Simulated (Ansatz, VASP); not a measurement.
**ZrSc3F2: VASP beside Ansatz**

```
CELL_PARAMETERS angstrom
3.01923 0.00000 0.00000
0.00000 5.20619 0.00000
0.00000 0.00000 8.20590
ATOMIC_POSITIONS crystal
Zr 0.50000 0.00000 0.00000
Sc 0.00000 0.00000 0.32625
Sc 0.00000 0.00000 0.67375
Sc 0.00000 0.50000 0.00000
F 0.50000 0.77754 0.50000
F 0.50000 0.22246 0.50000
```

Alike in both runs: functional PBE; k mesh 4 × 4 × 4; occupations gaussian, width 0.1 eV; no spin polarisation.

Ansatz relaxed the structure, and its values are those at the end. VASP's run is a single point on that final structure, the one shown.

|  | VASP | Ansatz |
| --- | --- | --- |
| version | VASP 6.6.1 | Ansatz 0.2.0 |
| potentials or method | VASP PAW PBE potentials, release 64 (Zr_sv, Sc_sv, F), cutoff 520 eV | scalar-relativistic, plane waves, PAW |
| valence electrons in the cell | 59 | 59 |

|  | VASP | Ansatz | Ansatz less VASP |
| --- | --- | --- | --- |
| gap on the k mesh at the Fermi level (eV) | none | none | - |
| pressure (GPa) | 0.1 | 0.0 | -0.07 |
| rms of the force components (eV/Å) | 0.015 | 0.004 | -0.0105 |

A gap of «none» marks a metal or a gap that the smearing closes.

The k mesh is coarse, so the values compare programs but aren't converged.
